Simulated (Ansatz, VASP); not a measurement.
# Two plane-wave programs on HfB

```
Hf B
1.0
     0.00000    2.31000    2.31000
     2.31000    0.00000    2.31000
     2.31000    2.31000    0.00000
Hf B
1 1
Direct
  0.50000 0.50000 0.50000
  0.00000 0.00000 0.00000
```

Alike in both runs: task relaxation of cell and atoms; functional PBE; k mesh 6 × 6 × 6; occupations gaussian, width 0.1 eV; no spin polarisation.

|  | VASP | Ansatz |
| --- | --- | --- |
| version | VASP 6.6.1 | Ansatz 0.2.0 |
| potentials or method | VASP PAW PBE potentials, release 64 (Hf_pv, B), cutoff 600 eV | scalar-relativistic, plane waves, PAW |
| valence electrons in the cell | 13 | 29 |

Ansatz gave:

| Item | Value |
| --- | --- |
| gap on the k mesh at the Fermi level, each at its own relaxed structure (eV) | none |
| relaxed volume (Å³/atom) | 14.14 |
| relaxed cell length with the largest relative difference (Å) | 3.420 |

Estimate VASP's values.

gap on the k mesh at the Fermi level, each at its own relaxed structure (eV): none; relaxed volume (Å³/atom): 14.15; relaxed cell length with the largest relative difference (Å): 3.421.

A gap of «none» marks a metal or a gap that the smearing closes. VASP's potentials hold 13 valence electrons a cell and Ansatz's 29, so a difference there can come from the potentials and not from the codes.

The k mesh is coarse, so the values compare programs but aren't converged. Spin-orbit coupling is off throughout.
